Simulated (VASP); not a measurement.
# MgS (Niningerite) (Fm-3m) in VASP: notebook, part 2 of 2

VASP 6.6.1.

## (3) Single point, r2SCAN

This run uses another cell than the first one, of 17.61 Å³/atom, 1.107 times its volume.

POSCAR reads:

```
MgS
1.0
    0.0000000000      2.6016500000      2.6016500000
    2.6016500000      0.0000000000      2.6016500000
    2.6016500000      2.6016500000      0.0000000000
Mg S
1 1
Direct
    0.0000000000      0.0000000000      0.0000000000
    0.5000000000      0.5000000000      0.5000000000
```

INCAR.step1 reads:

```
SYSTEM = MgS
ALGO     = Normal         ! electronic algorithm
EDIFF    = 1E-4           ! SCF threshold, eV
ENCUT    = 520            ! plane-wave cutoff, eV
GGA      = PE             ! functional
ISMEAR   = 0              ! smearing method
LASPH    = .True.         ! aspherical terms in the spheres
LCHARG   = .False.        ! write CHGCAR
LREAL    = .False.        ! projectors in reciprocal space
LWAVE    = .True.         ! write WAVECAR
NBANDS   = 11             ! bands
NELM     = 60             ! most SCF steps
PREC     = Accurate       ! precision mode
SIGMA    = 0.01           ! smearing width, eV
```

INCAR.step2 reads:

```
SYSTEM = MgS
ALGO     = Normal         ! electronic algorithm
EDIFF    = 1E-6           ! SCF threshold, eV
ENCUT    = 520            ! plane-wave cutoff, eV
ISIF     = 2              ! what is computed and relaxed
ISMEAR   = 0              ! smearing method
ISTART   = 1            
LASPH    = .True.         ! aspherical terms in the spheres
LCHARG   = .False.        ! write CHGCAR
LMIXTAU  = .True.       
LREAL    = .False.        ! projectors in reciprocal space
LWAVE    = .False.        ! write WAVECAR
METAGGA  = R2SCAN         ! meta-GGA
NBANDS   = 11             ! bands
NELM     = 60             ! most SCF steps
PREC     = Accurate       ! precision mode
SIGMA    = 0.01           ! smearing width, eV
```

KPOINTS reads:

```
k-points
0
Gamma
  7 7 7
  0 0 0
```

Potentials or basis: VASP PAW PBE potentials, release 64 (Mg, S).

Started as:

```sh
$ cat potpaw_PBE.64/Mg/POTCAR potpaw_PBE.64/S/POTCAR > POTCAR
$ cp INCAR.step1 INCAR
$ mpirun -np 1 vasp_std > vasp.out
$ cp INCAR.step2 INCAR
$ mpirun -np 1 vasp_std > vasp.out
```

OUTCAR:

```text
SYSTEM = MgS
   EDIFF = 1E-6
   ENCUT = 520
   ISIF = 2
   ISMEAR = 0
   ISTART = 1
   LASPH = .True.
   LREAL = .False.
   METAGGA = R2SCAN
   NELM = 60
   PREC = Accurate

 ion  position               nearest neighbor table
   1  0.000  0.000  0.000-   2 2.60   2 2.60   2 2.60   2 2.60   2 2.60   2 2.60
   2  0.500  0.500  0.500-   1 2.60   1 2.60   1 2.60   1 2.60   1 2.60   1 2.60

  LATTYP: Found a face centered cubic cell.
 ALAT       =     5.2033000000

  Lattice vectors:

 A1 = (   0.0000000000,   2.6016500000,   2.6016500000)
 A2 = (   2.6016500000,   0.0000000000,   2.6016500000)
 A3 = (   2.6016500000,   2.6016500000,   0.0000000000)

Analysis of symmetry for initial positions (statically):
=====================================================================
 Subroutine PRICEL returns:
 Original cell was already a primitive cell.

 Routine SETGRP: Setting up the symmetry group for a
 face centered cubic supercell.

 Subroutine GETGRP returns: Found 48 space group operations
 (whereof 48 operations were pure point group operations)
 out of a pool of 48 trial point group operations.

The static configuration has the point symmetry O_h .

Analysis of symmetry for dynamics (positions and initial velocities):
=====================================================================
 Subroutine PRICEL returns:
 Original cell was already a primitive cell.

 Routine SETGRP: Setting up the symmetry group for a
 face centered cubic supercell.

 Subroutine GETGRP returns: Found 48 space group operations
 (whereof 48 operations were pure point group operations)
 out of a pool of 48 trial point group operations.

The dynamic configuration has the point symmetry O_h .

 Subroutine INISYM returns: Found 48 space group operations
 (whereof 48 operations are pure point group operations),
 and found     1 'primitive' translations

----------------------------------------------------------------------------------------

                                     Primitive cell

  volume of cell :      35.2190

  direct lattice vectors                    reciprocal lattice vectors
     0.000000000  2.601650000  2.601650000    -0.192185728  0.192185728  0.192185728
     2.601650000  0.000000000  2.601650000     0.192185728 -0.192185728  0.192185728
     2.601650000  2.601650000  0.000000000     0.192185728  0.192185728 -0.192185728

  length of vectors
     3.679288715  3.679288715  3.679288715     0.332875446  0.332875446  0.332875446

  position of ions in fractional coordinates (direct lattice)
     0.000000000  0.000000000  0.000000000
     0.500000000  0.500000000  0.500000000

  ion indices of the primitive-cell ions
   primitive index   ion index
                 1           1
                 2           2

----------------------------------------------------------------------------------------

 KPOINTS: k-points

Automatic generation of k-mesh.
 Grid dimensions read from file:
 generate k-points for:    7    7    7

 Generating k-lattice:

  Cartesian coordinates                     Fractional coordinates (reciprocal lattice)
    -0.027455104  0.027455104  0.027455104     0.142857143  0.000000000  0.000000000
     0.027455104 -0.027455104  0.027455104     0.000000000  0.142857143  0.000000000
     0.027455104  0.027455104 -0.027455104     0.000000000  0.000000000  0.142857143

  Length of vectors
     0.047553635  0.047553635  0.047553635

  Shift w.r.t. Gamma in fractional coordinates (k-lattice)
     0.000000000  0.000000000  0.000000000

 Subroutine IBZKPT returns following result:
 ===========================================

 Found     20 irreducible k-points:

 Following reciprocal coordinates:
            Coordinates               Weight
  0.000000  0.000000  0.000000      1.000000
  0.142857  0.000000  0.000000      8.000000
  0.285714  0.000000  0.000000      8.000000
  0.428571  0.000000  0.000000      8.000000
  0.142857  0.142857  0.000000      6.000000
  0.285714  0.142857  0.000000     24.000000
[... 12 lines left out ...]
 -0.428571  0.428571  0.142857     24.000000
 -0.285714  0.428571  0.142857     24.000000
   k-points           NKPTS =     20   k-points in BZ     NKDIM =     20   number of bands    NBANDS=     11
   number of dos      NEDOS =    301   number of ions     NIONS =      2
   total plane-waves  NPLWV =  21952
   dimension x,y,z NGX =    28 NGY =   28 NGZ =   28
   dimension x,y,z NGXF=    56 NGYF=   56 NGZF=   56
   ions per type =               1   1
   NGX,Y,Z   is equivalent  to a cutoff of  12.65, 12.65, 12.65 a.u.
   NGXF,Y,Z  is equivalent  to a cutoff of  25.30, 25.30, 25.30 a.u.
 SYSTEM =  MgS
   PREC   = accura    normal or accurate (medium, high low for compatibility)
   ISTART =      1    job   : 0-new  1-cont  2-samecut
   ICHARG =      0    charge: 1-file 2-atom 10-const
   ISPIN  =      1    spin polarized calculation?
   LNONCOLLINEAR =      F non collinear calculations
   LSORBIT =      F    spin-orbit coupling
   LASPH  =      T    aspherical Exc in radial PAW
   ENCUT  =  520.0 eV  38.22 Ry    6.18 a.u.   6.84  6.84  6.84*2*pi/ulx,y,z
   NELM   =     60;   NELMIN=  2; NELMDL=  0     # of ELM steps
   EDIFF  = 0.1E-05   stopping-criterion for ELM
   LREAL  =      F    real-space projection
   EDIFFG = 0.1E-04   stopping-criterion for IOM
   NSW    =      0    number of steps for IOM
   IBRION =     -1    ionic relax: 0-MD 1-quasi-New 2-CG
   NFREE  =      0    steps in history (QN), initial steepest desc. (CG)
   ISIF   =      2    stress and relaxation
   ISYM   =      2    0-nonsym 1-usesym 2-fastsym
   POTIM  = 0.5000    time-step for ionic-motion
   TEBEG  =    0.0;   TEEND  =   0.0 temperature during run
   PSTRESS=    0.0 pullay stress
   NELECT =       8.0000    total number of electrons
   NUPDOWN=      -1.0000    fix difference up-down
   EMIN   =  10.00;   EMAX   =-10.00  energy-range for DOS
   EFERMI =   0.00;   METHOD = LEGACY
   ISMEAR =     0;   SIGMA  =   0.01  broadening in eV -4-tet -1-fermi 0-gaus
   EFERMI_NEDOS =   21; number of points for ismear=-14 and -15
   IALGO  =     38    algorithm
   IMIX   =      4    mixing-type and parameters
     AMIX     =   0.40;   BMIX     =  1.00
     AMIX_MAG =   1.60;   BMIX_MAG =  1.00
  volume/ion in A,a.u.               =      17.61       118.83
  Fermi-wavevector in a.u.,A,eV,Ry     =   0.998878  1.887606 13.575323  0.997758
  Thomas-Fermi vector in A             =   2.131131
   LORBIT       =      0    0 simple, 1 ext, 2 COOP (PROOUT), +10 PAW based schemes
   METAGGA = R2SCAN    functional components
   LHFCALC =     F    Hartree Fock is set to
   AEXX    =    0.0000 exact exchange contribution
   IVDW    =     0    specifies the selected vdW correction
   LEPSILON=     F    determine dielectric tensor
   LRPA    =     F    only Hartree local field effects (RPA)
 non-spin polarized calculation
 Gauss-broadening in eV      SIGMA  =   0.01
  energy-cutoff  :      520.00
  volume of cell :       35.22
 maximum number of plane-waves:       958
   NGX = 13   NGY = 13   NGZ = 13

 number of electron       8.0000000 magnetization

 Free energy of the ion-electron system (eV)
  ---------------------------------------------------
  ext. energy  EPLUGINS =         0.00000000
  ---------------------------------------------------
  free energy    TOTEN  =       -15.51011205 eV

  energy without entropy =      -15.51011205  energy(sigma->0) =      -15.51011205

 E-fermi :   3.6198     XC(G=0): -10.0898

 val. band max:        3.4927084531   @ k =   0.0000   0.0000   0.0000
 cond. band min:       7.1418559875   @ k =   0.4286   0.4286   0.0000
 fundamental gap:      3.6491475344
 Fermi energy:         3.6197833023

 k-point     1 :       0.0000    0.0000    0.0000
  band No.  band energies     occupation
      1      -9.6900      2.00000
      2       3.4927      2.00000
      3       3.4927      2.00000
      4       3.4927      2.00000
      5       8.1080      0.00000
      6      12.0240      0.00000
      7      12.0240      0.00000
      8      12.0240      0.00000
      9      14.4344      0.00000
     10      14.4344      0.00000
     11      17.0365      0.00000
[... 253 lines left out ...]
 k-point    20 :      -0.2857    0.4286    0.1429
  band No.  band energies     occupation
      1      -7.9658      2.00000
      2       0.0422      2.00000
      3       0.1365      2.00000
      4       1.6236      2.00000
      5       9.0556      0.00000
      6      11.4493      0.00000
      7      12.8330      0.00000
      8      12.9792      0.00000
      9      17.5694      0.00000
     10      18.1326      0.00000
     11      21.2061      0.00000

------------------------ aborting loop because EDIFF is reached ----------------------------------------

  FORCE on cell =-STRESS in cart. coord.  units (eV):
  Direction    XX          YY          ZZ          XY          YZ          ZX
  --------------------------------------------------------------------------------------
  -------------------------------------------------------------------------------------
  Total       -0.0992412     -0.0992412     -0.0992412      0.0000000      0.0000000      0.0000000
  in kB       -4.5146684     -4.5146684     -4.5146684      0.0000000      0.0000000      0.0000000
  external PRESSURE =      -4.5146684 kB  Pullay stress =       0.0000000 kB

 VOLUME and BASIS-vectors are now :
 -----------------------------------------------------------------------------
  energy-cutoff  :      520.00
  volume of cell :       35.22
      direct lattice vectors                 reciprocal lattice vectors
     0.000000000  2.601650000  2.601650000    -0.192185728  0.192185728  0.192185728
     2.601650000  0.000000000  2.601650000     0.192185728 -0.192185728  0.192185728
     2.601650000  2.601650000  0.000000000     0.192185728  0.192185728 -0.192185728

 POSITION                                       TOTAL-FORCE (eV/Angst)
 -----------------------------------------------------------------------------------
      0.00000      0.00000      0.00000         0.000000     -0.000000      0.000000
      2.60165      2.60165      2.60165        -0.000000      0.000000     -0.000000
 -----------------------------------------------------------------------------------
    total drift:                                0.000000      0.000000      0.000000

  FREE ENERGIE OF THE ION-ELECTRON SYSTEM (eV)
  ---------------------------------------------------
  free  energy   TOTEN  =       -15.5101120471 eV

  energy  without entropy=      -15.5101120471  energy(sigma->0) =      -15.51011205
```

Run time: 20 s. Hardware: 1 thread of Intel Xeon 6975P-C (Granite Rapids), shared host; peak memory 0.16 GiB.

What came out:

| Property | Result |
| --- | --- |
| Free energy | -15.5101 eV |
| Pressure | -0.5 GPa |
| Band gap on the k mesh | 3.65 eV, indirect (least direct gap 4.62 eV) |

Levels at points of the mesh, in eV from the valence-band top:
| k point | band 2 | band 3 | band 4 | band 5 | band 6 | band 7 |
| --- | --- | --- | --- | --- | --- | --- |
| (0.00, 0.00, 0.00) | 0.00 | 0.00 | 0.00 | 4.62 | 8.53 | 8.53 |

Caveat: the PAW data sets were made with another functional, which shifts forces and pressure a little. r2SCAN opens gaps a little over a GGA but as a rule still falls short of measured ones.

## (4) Relaxation of cell and atoms, r2SCAN

This run uses another cell than the first one, of 17.61 Å³/atom, 1.107 times its volume.

POSCAR is that of step 3.

INCAR.step1 reads:

```
PREC = Accurate ; ENCUT = 600
ISMEAR = 0 ; SIGMA = 0.01
LREAL = F ; LASPH = T
NELM = 60 ; GGA = PE
ALGO = Normal ; EDIFF = 1E-4
LWAVE = T ; LCHARG = F
```

INCAR.step2 reads:

```
PREC = Accurate ; ENCUT = 600
EDIFF = 1E-6 ; ISMEAR = 0
SIGMA = 0.01 ; LREAL = F
LASPH = T ; NELM = 60
ALGO = Normal ; ISIF = 3
LWAVE = F ; LCHARG = F
METAGGA = R2SCAN ; LMIXTAU = T
IBRION = 2 ; NSW = 50
EDIFFG = -0.03 ; ISTART = 1
```

KPOINTS reads:

```
Automatic mesh
0
Gamma
  7 7 7
```

Started as:

```sh
$ cat potpaw_PBE.64/Mg/POTCAR potpaw_PBE.64/S/POTCAR > POTCAR
$ cp INCAR.step1 INCAR
$ mpirun -np 1 vasp_std > vasp.out
$ cp INCAR.step2 INCAR
$ mpirun -np 1 vasp_std > vasp.out
```

Run time: 32 s. Hardware: 1 thread of Intel Xeon 6975P-C (Granite Rapids), shared host; peak memory 0.18 GiB.

The run converged. Its results:

* Free energy: -15.5108 eV
* Relaxed volume: 17.48 Å³/atom
* Relaxed cell: a = 3.671 Å, b = 3.671 Å, c = 3.671 Å, α = 60.00°, β = 60.00°, γ = 60.00°
* Space group after relaxing (to 0.05 Å): Fm-3m (No. 225)
* Energy gained by relaxing: 0.1 meV/atom
* Ionic steps: 2
* Pressure after relaxing: 0.1 GPa
* Band gap on the k mesh: 3.66 eV, indirect (least direct gap 4.67 eV)

Step by step:
| step | energy change (eV) | largest force (eV/Å) | pressure (GPa) | volume (Å³) |
| --- | --- | --- | --- | --- |
| 1 | 0.0000 | 0.0000 | -0.45 | 35.22 |
| 2 | -0.0003 | 0.0000 | 0.07 | 34.97 |

Final structure:
```
Mg S
1.0
     0.00000    2.59547    2.59547
     2.59547    0.00000    2.59547
     2.59547    2.59547    0.00000
Mg S
1 1
Direct
  0.00000 0.00000 0.00000
  0.50000 0.50000 0.50000
```

Levels at points of the mesh, in eV from the valence-band top:
```csv
k point,band 1,band 2,band 3,band 4,band 5,band 6,band 7,band 8
"(0.00, 0.00, 0.00)",-13.23,0.00,0.00,0.00,4.67,8.52,8.52,8.52
```

Caveat: the PAW data sets were made with another functional, which shifts forces and pressure a little. r2SCAN opens gaps a little over a GGA but as a rule still falls short of measured ones.

## (5) Summary

```csv
task,cell,cutoff (eV),gap on the mesh (eV),pressure (GPa)
single point,"a = 3.556 Å, angles 60.0°, 2 atoms",520,3.87,9.5
single point,"a = 3.679 Å, angles 60.0°, 2 atoms",520,3.65,-0.5
relaxation of cell and atoms,"relaxed from a = 3.679 Å, angles 60.0°, 2 atoms",600,3.66,0.1
```

Alike in all rows: level r2SCAN; potentials or basis VASP PAW PBE potentials, release 64 (Mg, S); no spin polarisation; k mesh 7 × 7 × 7; smearing gaussian 0.01 eV.

Caveats: the PAW data sets were made with another functional, which shifts forces and pressure a little.

Total energies depend on the potentials used, so only differences within one code and one set of settings carry meaning.
